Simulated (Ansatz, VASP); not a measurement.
## Fe in VASP and in Ansatz

```
CELL_PARAMETERS angstrom
-1.37571 1.37571 1.37571
1.37571 -1.37571 1.37571
1.37571 1.37571 -1.37571
ATOMIC_POSITIONS crystal
Fe 0.00000 0.00000 0.00000
```

Alike in both runs: functional LDA; k mesh 21 × 21 × 21; occupations fermi-dirac, width 0.05 eV; collinear spin.

Ansatz relaxed the structure, and its values are those at the end. VASP's run is a single point on that final structure, the one shown.

|  | VASP | Ansatz |
| --- | --- | --- |
| version | VASP 6.6.1 | Ansatz 0.2.0 |
| potentials or method | VASP PAW LDA potentials, release 64 (Fe) | PAW with Ansatz's default frozen-core files, scalar-relativistic |
| plane-wave cutoff (eV) | 520 | 420 |
| valence electrons in the cell | 8 | 16 |

Ansatz gave:

* pressure (GPa): 0.0
* net moment per atom (μB): 2.01
* size of the moment on the site where the two differ most (μB): 2.01

Question: What did VASP give for the same quantities?

Answer: Pressure (GPa): -1.0; net moment per atom (μB): 1.97; size of the moment on the site where the two differ most (μB): 1.94.

LDA's correlation is that of Perdew and Zunger in VASP and of Perdew and Wang (1992) in Ansatz. Site moments also hang on the region over which each program counts them. VASP's potentials hold 8 valence electrons a cell and Ansatz's 16, so a difference there can come from the potentials and not from the codes.
